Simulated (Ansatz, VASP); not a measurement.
**One calculation of CdSe, two programs**

```
Cd Se
1.0
     4.22916    0.00000    0.00000
    -2.11458    3.66256    0.00000
     0.00000    0.00000    7.24713
Cd Se
2 2
Direct
  0.66667 0.33333 0.00000
  0.33333 0.66667 0.50000
  0.66667 0.33333 0.37500
  0.33333 0.66667 0.87500
```

Alike in both runs: task single point; functional PBE; k mesh 12 × 12 × 4; occupations gaussian, width 0.05 eV; no spin polarisation.

|  | VASP | Ansatz |
| --- | --- | --- |
| version | VASP 6.6.1 | Ansatz 0.2.0 |
| potentials or method | VASP PAW PBE potentials, release 64 (Cd, Se), cutoff 520 eV | scalar-relativistic, plane waves, PAW |
| valence electrons in the cell | 36 | 72 |

Ansatz gave:

| Item | Value |
| --- | --- |
| gap on the k mesh at the Fermi level (eV) | 0.61 |
| least direct gap on the mesh (eV) | 0.61 |
| pressure (GPa) | 3.2 |
| traceless stress, the component that is largest in VASP (GPa) | -2.77 |
| rms of the force components (eV/Å) | 0.184 |

Question: What did VASP give for the same quantities?

Answer: gap on the k mesh at the Fermi level (eV): 0.61; least direct gap on the mesh (eV): 0.61; pressure (GPa): 3.5; traceless stress, the component that is largest in VASP (GPa): -2.84; rms of the force components (eV/Å): 0.192.

Atom by atom the forces differ by 0.008 eV/Å (rms over components). VASP's potentials hold 36 valence electrons a cell and Ansatz's 72, so a difference there can come from the potentials and not from the codes.
